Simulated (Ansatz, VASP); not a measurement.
**One calculation of Al3Cu, two programs**

```
Al Cu
1.0
     3.89235    0.17029    0.00000
     0.17029    3.89235    0.00000
     0.00000    0.00000    3.89235
Al Cu
3 1
Direct
  0.00000 0.50000 0.50000
  0.50000 0.00000 0.50000
  0.50000 0.50000 0.00000
  0.00000 0.00000 0.00000
```

Change from the starting cell: strain +0.0875 x Voigt [0, 0, 0, 0, 0, 1], atoms carried along.

Alike in both runs: task single point; functional PBEsol; k mesh 12 × 12 × 12; occupations gaussian, width 0.15 eV; no spin polarisation.

```csv
,VASP,Ansatz
version,VASP 6.6.1,Ansatz 0.2.0
potentials or method,"VASP PAW PBE potentials, release 64 (Al, Cu), cutoff 520 eV","scalar-relativistic, plane waves, PAW"
valence electrons in the cell,20,28
```

```tsv
	VASP	Ansatz	Ansatz less VASP
gap on the k mesh at the Fermi level (eV)	none	none	-
pressure (GPa)	1.1	0.8	-0.35
traceless stress, the component that is largest in VASP (GPa)	-2.82	-2.77	+0.053
```

VASP's potentials were made for PBE, not for PBEsol. A gap of «none» marks a metal or a gap that the smearing closes. The functional is the same, so the differences come from potentials, cutoffs and numerics. VASP's potentials hold 20 valence electrons a cell and Ansatz's 28, so a difference there can come from the potentials and not from the codes.
